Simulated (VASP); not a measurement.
# Fe (Im-3m) in VASP: further runs

Fe is run at these levels: PBE; tasks: single point, relaxation of cell and atoms.

Program: VASP 6.6.1. These are calculated values, not measurements. Logs are shortened: lines on timing, memory, paths and dates and some standing lists are left out, and cuts for length are marked.

### Step 1. The cell of the first run

The structure is cubic, space group Im-3m (No. 229). The conventional cell has a = 2.832 Å, b = 2.832 Å, c = 2.832 Å, α = 90.00°, β = 90.00°, γ = 90.00°. Fe (site symmetry m-3m) has 14 Fe at 2.45 to 2.83 Å within 3.2 Å.

### Step 2. Single point, PBE, collinear spin, ferromagnetic start

The input, INCAR:

```
SYSTEM = Fe
ALGO = Normal
EDIFF = 1E-7
ENCUT = 520
GGA = PE
ISIF = 2
ISMEAR = 0
ISPIN = 2
LASPH = .TRUE.
LCHARG = .TRUE.
LELF = .TRUE.
LMAXMIX = 4
LORBIT = 11
LREAL = .FALSE.
LVHAR = .TRUE.
LWAVE = .FALSE.
MAGMOM = 2.65
NBANDS = 14
NELM = 150
PREC = Accurate
SIGMA = 0.1
```

The input, KPOINTS:

```
k-points
0
G
  20 20 20
  0 0 0
```

The input, POSCAR:

```
Fe
1.0
   -1.4159448709      1.4159448709      1.4159448709
    1.4159448709     -1.4159448709      1.4159448709
    1.4159448709      1.4159448709     -1.4159448709
Fe
1
Direct
    0.0000000000      0.0000000000      0.0000000000
```

Potentials or basis: VASP PAW PBE potentials, release 64 (Fe).

Command:

```
cat potpaw_PBE.64/Fe/POTCAR > POTCAR
mpirun -np 1 vasp_std > vasp.out
```

OUTCAR:

```text
SYSTEM = Fe
   EDIFF = 1E-7
   ENCUT = 520
   GGA = PE
   ISIF = 2
   ISMEAR = 0
   ISPIN = 2
   LASPH = .TRUE.
   LORBIT = 11
   LREAL = .FALSE.
   NELM = 150
   PREC = Accurate

 ion  position               nearest neighbor table
   1  0.000  0.000  0.000-

  LATTYP: Found a body centered cubic cell.
 ALAT       =     2.8318897418

  Lattice vectors:

 A1 = (  -1.4159448709,   1.4159448709,   1.4159448709)
 A2 = (   1.4159448709,  -1.4159448709,   1.4159448709)
 A3 = (   1.4159448709,   1.4159448709,  -1.4159448709)

Analysis of symmetry for initial positions (statically):
=====================================================================
 Subroutine PRICEL returns:
 Original cell was already a primitive cell.

 Routine SETGRP: Setting up the symmetry group for a
 body centered cubic supercell.

 Subroutine GETGRP returns: Found 48 space group operations
 (whereof 48 operations were pure point group operations)
 out of a pool of 48 trial point group operations.

The static configuration has the point symmetry O_h .

Analysis of symmetry for dynamics (positions and initial velocities):
=====================================================================
 Subroutine PRICEL returns:
 Original cell was already a primitive cell.

 Routine SETGRP: Setting up the symmetry group for a
 body centered cubic supercell.

 Subroutine GETGRP returns: Found 48 space group operations
 (whereof 48 operations were pure point group operations)
 out of a pool of 48 trial point group operations.

The dynamic configuration has the point symmetry O_h .

Analysis of structural, dynamic, and magnetic symmetry:
=====================================================================
 Subroutine PRICEL returns:
 Original cell was already a primitive cell.

 Routine SETGRP: Setting up the symmetry group for a
 body centered cubic supercell.

 Subroutine GETGRP returns: Found 48 space group operations
 (whereof 48 operations were pure point group operations)
 out of a pool of 48 trial point group operations.

The overall configuration has the point symmetry O_h .

 Subroutine INISYM returns: Found 48 space group operations
 (whereof 48 operations are pure point group operations),
 and found     1 'primitive' translations

----------------------------------------------------------------------------------------

                                     Primitive cell

  volume of cell :      11.3553

  direct lattice vectors                    reciprocal lattice vectors
    -1.415944871  1.415944871  1.415944871     0.000000000  0.353121093  0.353121093
[... 123 lines left out ...]

 Free energy of the ion-electron system (eV)
  ---------------------------------------------------
  ext. energy  EPLUGINS =         0.00000000
  ---------------------------------------------------
  free energy    TOTEN  =        -8.24517882 eV

  energy without entropy =       -8.23985842  energy(sigma->0) =       -8.24251862

 E-fermi :   5.8247     XC(G=0): -13.1197

 val. band max:        5.8227602431   @ k =  -0.4500  -0.4500   0.3000
 cond. band min:       5.8261655718   @ k =  -0.4000   0.5000   0.1500
 fundamental gap:      0.0034053287
 Fermi energy:         5.8246579845

 spin component 1

 k-point     1 :       0.0000    0.0000    0.0000
  band No.  band energies     occupation
      1      -2.6072      1.00000
      2       3.5193      1.00000
      3       3.5193      1.00000
      4       3.5193      1.00000
      5       4.7313      1.00000
      6       4.7313      1.00000
      7      30.8554      0.00000
      8      30.8554      0.00000
      9      30.8554      0.00000
     10      35.9426      0.00000
     11      35.9426      0.00000
     12      38.2444      0.00000
     13      38.2444      0.00000
     14      38.2444      0.00000
[... 379 lines left out ...]
      3       3.2601      1.00000
      4       4.5633      1.00000
      5       4.9303      1.00000
      6       5.5359      0.99998
      7      19.5199      0.00000
      8      24.0034      0.00000
      9      27.4837      0.00000
     10      30.9418      0.00000
     11      35.3512      0.00000
     12      36.8369      0.00000
     13      42.5317      0.00000
     14      44.6068      0.00000

 [... further k-points ...]

 spin component 2

 k-point     1 :       0.0000    0.0000    0.0000
  band No.  band energies     occupation
      1      -2.4393      1.00000
      2       5.4349      1.00000
      3       5.4350      1.00000
      4       5.4350      1.00000
      5       7.4894      0.00000
      6       7.4895      0.00000
      7      30.6034      0.00000
      8      30.6034      0.00000
      9      30.6034      0.00000
     10      36.1380      0.00000
     11      36.1380      0.00000
     12      38.9037      0.00000
     13      38.9037      0.00000
     14      38.9037      0.00000
[... 379 lines left out ...]
      3       4.8758      1.00000
      4       7.0829      0.00000
      5       7.4973      0.00000
      6       7.7465      0.00000
      7      20.2718      0.00000
      8      24.4041      0.00000
      9      28.0530      0.00000
     10      31.1648      0.00000
     11      35.8495      0.00000
     12      37.1710      0.00000
     13      42.7585      0.00000
     14      45.0606      0.00000

 [... further k-points ...]

------------------------ aborting loop because EDIFF is reached ----------------------------------------

  FORCE on cell =-STRESS in cart. coord.  units (eV):
  Direction    XX          YY          ZZ          XY          YZ          ZX
  --------------------------------------------------------------------------------------
  -------------------------------------------------------------------------------------
  Total        0.0027975      0.0027975      0.0027975     -0.0000000      0.0000000     -0.0000000
  in kB        0.3947074      0.3947074      0.3947074     -0.0000000      0.0000000     -0.0000000
  external PRESSURE =       0.3947074 kB  Pullay stress =       0.0000000 kB

 VOLUME and BASIS-vectors are now :
 -----------------------------------------------------------------------------
  energy-cutoff  :      520.00
  volume of cell :       11.36
      direct lattice vectors                 reciprocal lattice vectors
    -1.415944871  1.415944871  1.415944871     0.000000000  0.353121093  0.353121093
     1.415944871 -1.415944871  1.415944871     0.353121093  0.000000000  0.353121093
     1.415944871  1.415944871 -1.415944871     0.353121093  0.353121093  0.000000000

 POSITION                                       TOTAL-FORCE (eV/Angst)
 -----------------------------------------------------------------------------------
      0.00000      0.00000      0.00000        -0.000000      0.000000     -0.000000
 -----------------------------------------------------------------------------------
    total drift:                                0.000000      0.000000      0.000000

  FREE ENERGIE OF THE ION-ELECTRON SYSTEM (eV)
  ---------------------------------------------------
  free  energy   TOTEN  =        -8.2451788177 eV

  energy  without entropy=       -8.2398584156  energy(sigma->0) =       -8.24251862

 total charge

# of ion       s       p       d       tot
------------------------------------------
    1        0.488   0.542   6.239   7.269

 magnetization (x)

# of ion       s       p       d       tot
------------------------------------------
    1       -0.013  -0.056   2.262   2.194
```

stdout:

```text
POSCAR found type information on POSCAR Fe
 POSCAR found :  1 types and       1 ions
 scaLAPACK will be used
 LDA part: xc-table for (Slater+PW92), standard interpolation
 POSCAR, INCAR and KPOINTS ok, starting setup
 FFT: planning ... GRIDC
 FFT: planning ... GRID_SOFT
 FFT: planning ... GRID
 WAVECAR not read
 entering main loop
```

Run time: 31 s. Hardware: 1 thread of Intel Xeon 6975P-C (Granite Rapids), shared host; peak memory 0.17 GiB.

What came out:

* Free energy: -8.2452 eV
* Pressure: 0.0 GPa
* Net moment: 2.20 μB per cell
* Site moments: Fe +2.19 μB
* Valence electrons inside the program's atomic spheres: Fe 7.27

Levels at points of the mesh, in eV from the Fermi level:
Spin up:
```
           k point  band 1  band 2  band 3  band 4  band 5  band 6  band 7  band 8  band 9  band 10
(0.00, 0.00, 0.00)   -8.43   -2.31   -2.31   -2.31   -1.09   -1.09   25.03   25.03   25.03    30.12
(0.50, 0.00, 0.00)   -4.92   -3.39   -1.03   -0.90    0.38    0.52    7.36   18.37   20.23    23.50
(0.50, 0.50, 0.50)   -4.85   -4.85    0.11    0.11    0.11    9.94    9.94    9.94   15.65    15.65
```
Spin down:
| k point | band 1 | band 2 | band 3 | band 4 | band 5 | band 6 | band 7 | band 8 |
| --- | --- | --- | --- | --- | --- | --- | --- | --- |
| (0.00, 0.00, 0.00) | -8.26 | -0.39 | -0.39 | -0.39 | 1.66 | 1.66 | 24.78 | 24.78 |
| (0.50, 0.00, 0.00) | -3.64 | -1.67 | 0.63 | 1.52 | 1.92 | 2.61 | 8.73 | 18.42 |
| (0.50, 0.50, 0.50) | -3.02 | -3.02 | 2.30 | 2.30 | 2.30 | 10.22 | 10.22 | 10.22 |

### Step 3. Relaxation of cell and atoms, PBE, collinear spin, ferromagnetic start

This run uses another cell than the first one, of 11.73 Å³/atom.

The input, INCAR:

```
SYSTEM = Fe
ALGO = Fast ; EDIFF = 1E-7
EDIFFG = -0.005 ; ENCUT = 600
GGA = PE ; IBRION = 2
ISIF = 3 ; ISMEAR = 0
ISPIN = 2 ; LASPH = .TRUE.
LCHARG = .FALSE. ; LMAXMIX = 4
LORBIT = 11 ; LREAL = .FALSE.
LWAVE = .FALSE. ; MAGMOM = 2.65
NELM = 150 ; NSW = 100
PREC = Accurate ; SIGMA = 0.1
```

KPOINTS is that of step 2.

The input, POSCAR:

```
Fe
1.0
   -1.4315177495      1.4315177495      1.4315177495
    1.4315177495     -1.4315177495      1.4315177495
    1.4315177495      1.4315177495     -1.4315177495
Fe
1
Direct
    0.0000000000      0.0000000000      0.0000000000
```

Potentials or basis: VASP PAW PBE potentials, release 64 (Fe).

Command:

```
cat potpaw_PBE.64/Fe/POTCAR > POTCAR
mpirun -np 1 vasp_std > vasp.out
```

OUTCAR:

```text
SYSTEM = Fe
   EDIFF = 1E-7
   EDIFFG = -0.005
   ENCUT = 600
   GGA = PE
   IBRION = 2
   ISIF = 3
   ISMEAR = 0
   ISPIN = 2
   LASPH = .TRUE.
   LORBIT = 11
   LREAL = .FALSE.
   NELM = 150
   NSW = 100
   PREC = Accurate

 ion  position               nearest neighbor table
   1  0.000  0.000  0.000-

  LATTYP: Found a body centered cubic cell.
 ALAT       =     2.8630354990

  Lattice vectors:

 A1 = (  -1.4315177495,   1.4315177495,   1.4315177495)
 A2 = (   1.4315177495,  -1.4315177495,   1.4315177495)
 A3 = (   1.4315177495,   1.4315177495,  -1.4315177495)

Analysis of symmetry for initial positions (statically):
=====================================================================
 Subroutine PRICEL returns:
 Original cell was already a primitive cell.

 Routine SETGRP: Setting up the symmetry group for a
 body centered cubic supercell.

 Subroutine GETGRP returns: Found 48 space group operations
 (whereof 48 operations were pure point group operations)
 out of a pool of 48 trial point group operations.

The static configuration has the point symmetry O_h .

Analysis of symmetry for dynamics (positions and initial velocities):
=====================================================================
 Subroutine PRICEL returns:
 Original cell was already a primitive cell.

 Routine SETGRP: Setting up the symmetry group for a
 body centered cubic supercell.

 Subroutine GETGRP returns: Found 48 space group operations
[... 234 lines left out ...]

 number of electron       8.0000006 magnetization       2.1955837

 Free energy of the ion-electron system (eV)
  ---------------------------------------------------
  ext. energy  EPLUGINS =         0.00000000
  ---------------------------------------------------
  free energy    TOTEN  =        -8.24491135 eV

  energy without entropy =       -8.23958495  energy(sigma->0) =       -8.24224815

 E-fermi :   5.8274     XC(G=0): -13.1213

 val. band max:        5.8259679929   @ k =  -0.4500  -0.4500   0.3000
 cond. band min:       5.8293555246   @ k =  -0.4000   0.5000   0.1500
 fundamental gap:      0.0033875317
 Fermi energy:         5.8274020142

 spin component 1

 k-point     1 :       0.0000    0.0000    0.0000
  band No.  band energies     occupation
      1      -2.6061      1.00000
      2       3.5216      1.00000
      3       3.5216      1.00000
      4       3.5216      1.00000
      5       4.7339      1.00000
      6       4.7339      1.00000
      7      30.8615      0.00000
      8      30.8615      0.00000
      9      30.8615      0.00000
[... 265 lines left out ...]
 k-point    24 :       0.2500    0.1000   -0.0000
  band No.  band energies     occupation
      1       0.5507      1.00000
      2       2.8050      1.00000
      3       3.2622      1.00000
      4       4.5659      1.00000
      5       4.9330      1.00000
      6       5.5389      0.99998
      7      19.5258      0.00000
      8      24.0096      0.00000
      9      27.4913      0.00000

 [... further k-points ...]

 spin component 2

 k-point     1 :       0.0000    0.0000    0.0000
  band No.  band energies     occupation
      1      -2.4380      1.00000
      2       5.4364      1.00000
      3       5.4365      1.00000
      4       5.4365      1.00000
      5       7.4917      0.00000
      6       7.4918      0.00000
      7      30.6098      0.00000
      8      30.6098      0.00000
      9      30.6098      0.00000
[... 304 lines left out ...]
  FREE ENERGIE OF THE ION-ELECTRON SYSTEM (eV)
  ---------------------------------------------------
  free  energy   TOTEN  =        -8.2449113472 eV

  energy  without entropy=       -8.2395849550  energy(sigma->0) =       -8.24224815

 reached required accuracy - stopping structural energy minimisation

 total charge

# of ion       s       p       d       tot
------------------------------------------
    1        0.488   0.542   6.240   7.270

 magnetization (x)

# of ion       s       p       d       tot
------------------------------------------
    1       -0.013  -0.056   2.262   2.193
```

Run time: 61 s. Hardware: 1 thread of Intel Xeon 6975P-C (Granite Rapids), shared host; peak memory 0.18 GiB.

What came out:

```yaml
Free_energy: -8.2449 eV
Relaxed_volume: 11.35 Å³/atom
Relaxed_cell: a = 2.452 Å, b = 2.452 Å, c = 2.452 Å, α = 109.47°, β = 109.47°, γ = 109.47°
Space_group_after_relaxing_to_0.1_Å: Im-3m (No. 229)
Energy_gained_by_relaxing: 7.0 meV/atom
Ionic_steps: 3
Pressure_after_relaxing: 0.0 GPa
Net_moment: 2.20 μB per cell
Site_moments: Fe +2.19 μB
Valence_electrons_inside_the_program's_atomic_spheres: Fe 7.27
```

Step by step:
| step | energy change (eV) | largest force (eV/Å) | pressure (GPa) | volume (Å³) |
| --- | --- | --- | --- | --- |
| 1 | 0.0000 | 0.0000 | -5.79 | 11.73 |
| 2 | -0.0018 | 0.0000 | 5.37 | 11.03 |
| 3 | -0.0070 | 0.0000 | 0.05 | 11.35 |

Final structure:
```yaml
crystal:
  lattice:
    - [-1.41580, 1.41580, 1.41580]
    - [1.41580, -1.41580, 1.41580]
    - [1.41580, 1.41580, -1.41580]
  atoms:
    - { symbol: Fe, position: [0.00000, 0.00000, 0.00000] }
```
